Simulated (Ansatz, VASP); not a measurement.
CsSrF3: VASP beside Ansatz

The input INCAR:

```
  PREC = Accurate
  ENCUT = 600
  EDIFF = 1E-6
  ISMEAR = 0
  SIGMA = 0.05
  LREAL = F
  LASPH = T
  NELM = 100
  ALGO = Normal
  ISIF = 3
  LWAVE = F
  LCHARG = F
  GGA = CA
  IBRION = 2
  NSW = 100
  EDIFFG = -0.01
```

File KPOINTS:

```
regular mesh
0
Gamma
  6 6 6
```

File POSCAR:

```
CsSrF3
1.0
    4.5657260690      0.0495769492     -0.1911906052
    0.0495769492      4.8165489049     -0.1127361157
   -0.1911906052     -0.1127361157      4.7122476513
Cs Sr F
1 1 3
Direct
   -0.0039782675      0.0599443831      0.0052809521
    0.5013856005      0.4689616739      0.5064286563
    0.0038658531      0.4921194687      0.5233447309
    0.5042020512      0.0043516683      0.4885659191
    0.4945247628      0.4746228059     -0.0236202585
```

Input for Ansatz:

```yaml
crystal:
  lattice:
    - [4.565726069, 0.0495769492, -0.1911906052]
    - [0.0495769492, 4.8165489049, -0.1127361157]
    - [-0.1911906052, -0.1127361157, 4.7122476513]
  atoms:
    - { symbol: Cs, position: [-0.0039782675, 0.0599443831, 0.0052809521] }
    - { symbol: Sr, position: [0.5013856005, 0.4689616739, 0.5064286563] }
    - { symbol: F, position: [0.0038658531, 0.4921194687, 0.5233447309] }
    - { symbol: F, position: [0.5042020512, 0.0043516683, 0.4885659191] }
    - { symbol: F, position: [0.4945247628, 0.4746228059, -0.0236202585] }
basis:
  ecutwfc: 420
kpoints:
  mp_grid: { grid: [6, 6, 6] }
hamiltonian:
  xc: lda
scf:
  occupations: { method: gaussian, width: 0.05 }
output:
  forces: true
  stress: true
  eigenvalues: true
  write_density: true
  write_potential: true
  elf: true
  volumetric_format: npy
relax:
  adjacent_minimum: "off"
  f_tol: 0.01
  max_steps: 80
  cell: { stress_tol: 0.1 }
```

Change from the starting cell: all atoms moved at random, sigma 0.1 Å a component, cell strained at random, sigma 0.03; relaxed back.

Alike in both runs: task relaxation of cell and atoms; functional LDA; k mesh 6 × 6 × 6; occupations gaussian, width 0.05 eV; no spin polarisation.

|  | VASP | Ansatz |
| --- | --- | --- |
| version | VASP 6.6.1 | Ansatz 0.2.0 |
| potentials or method | VASP PAW LDA potentials, release 64 (Cs_sv, Sr_sv, F), cutoff 600 eV | scalar-relativistic, plane waves, PAW |
| valence electrons in the cell | 40 | 40 |

VASP gave:

| Property | Result |
| --- | --- |
| gap on the k mesh at the Fermi level, each at its own relaxed structure (eV) | 6.26 |
| relaxed volume (Å³/atom) | 20.21 |
| relaxed cell length with the largest relative difference (Å) | 4.657 |

Q: What did Ansatz give for the same quantities?

A: gap on the k mesh at the Fermi level, each at its own relaxed structure (eV): 6.31; relaxed volume (Å³/atom): 20.08; relaxed cell length with the largest relative difference (Å): 4.647.

LDA's correlation is that of Perdew and Zunger in VASP and of Perdew and Wang (1992) in Ansatz.

Neither program's run includes spin-orbit coupling.
